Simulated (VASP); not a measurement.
Write the native input for VASP 6.6.1 that does the following.

```yaml
Task: single point
Functional: PBE
Potentials_or_basis: VASP PAW PBE potentials, release 64 (Tl_d)
Cutoff: 520 eV
k_mesh: 14 × 14 × 13
Occupations: fermi-dirac, width 0.1 eV
Spin: no spin polarisation
Dipole_correction: no
Further_INCAR_settings: ALGO = Normal; EDIFF = 1e-07; NBANDS = 12
```

The structure of Tl lies in POSCAR:

```
Tl
1.0
    3.1577726525      0.0000000000      0.0000000000
   -1.5788863263      2.7347113365      0.0000000000
    0.0000000000      0.0000000000      2.9822409291
Tl
1
Direct
    0.0000000000      0.0000000000      0.0000000000
```

This cell differs from its parent crystal: volume scaled by 0.78.

One way to write it, as run:

INCAR

```
ALGO     = Normal         # electronic algorithm
EDIFF    = 1E-7           # SCF threshold, eV
ENCUT    = 520            # plane-wave cutoff, eV
GGA      = PE             # functional
ISIF     = 2              # what is computed and relaxed
ISMEAR   = -1             # smearing method
LASPH    = True           # aspherical terms in the spheres
LCHARG   = False          # write CHGCAR
LREAL    = False          # projectors in reciprocal space
LWAVE    = False          # write WAVECAR
NBANDS   = 12             # bands
NELM     = 60             # most SCF steps
PREC     = Accurate       # precision mode
SIGMA    = 0.1            # smearing width, eV
```

KPOINTS

```
k-points
0
Gamma
  14 14 13
```

Potentials or basis: VASP PAW PBE potentials, release 64 (Tl_d).

The run is started by

```sh
$ cat potpaw_PBE.64/Tl_d/POTCAR > POTCAR
$ mpirun -np 1 vasp_std > vasp.out
```

It gave:

The pressure is 11.2 GPa.

Wall time 41 s on 1 thread of AMD EPYC 7R43 64-Core Processor (Zen 3) (shared host), peak memory 0.14 GiB.
